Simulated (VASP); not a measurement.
# MgC2S2N2: single point with PBE

MgC2S2N2:

```xyz
7
Lattice="0.0000 3.7811 0.0000 5.3705 -1.8906 0.0000 1.6171 0.0000 -6.0190" Properties=species:S:1:pos:R:3 pbc="T T T"
Mg    0.0000    0.0000    0.0000
C     4.0358    1.8906   -4.6828
C     2.9518    0.0000   -1.3362
N     5.1944    1.8906   -4.9562
N     1.7933    0.0000   -1.0628
S     2.3704    1.8906   -4.4131
S     4.6172    0.0000   -1.6059
```

```json
{
 "Program": "VASP 6.6.1",
 "Task": "single point",
 "Functional": "PBE",
 "Potentials or basis": "VASP PAW PBE potentials, release 64 (Mg, C, N, S)",
 "Cutoff": "520 eV",
 "k mesh": "5 × 5 × 3",
 "Occupations": "fermi-dirac, width 0.1 eV",
 "Spin": "no spin polarisation"
}
```

```
Pressure               : -1.1 GPa
Largest force          : 1.610 eV/Å
Band gap on the k mesh : 3.82 eV (least direct gap 4.12 eV)
```

Forces on the atoms (eV/Å):
```
Mg   0.000  0.000  0.000
C    0.261  0.000 -0.447
C   -0.261  0.000  0.447
N   -1.542  0.000  0.462
N    1.542  0.000 -0.462
S    1.501  0.000  0.290
S   -1.501  0.000 -0.290
```

Stress tensor (GPa, compression positive):
```
-9.15  0.00  2.84
 0.00  3.34  0.00
 2.84  0.00  2.38
```

Levels at points of the mesh, in eV from the valence-band top:
```tsv
k point	band 13	band 14	band 15	band 16	band 17	band 18	band 19	band 20
(0.00, 0.00, 0.00)	-1.04	-0.90	-0.74	-0.36	3.96	4.35	4.99	5.72
```

Wall time 87 s on 1 thread of Intel(R) Xeon(R) Platinum 8375C CPU @ 2.90GHz (Ice Lake) (shared host), peak memory 0.28 GiB.

Caveat: the stress differs along the axes, from -9 to 3 GPa; forces of over 1 eV/Å act on the atoms, so gaps and moduli don't describe the material at rest. A k mesh can miss the band edges.
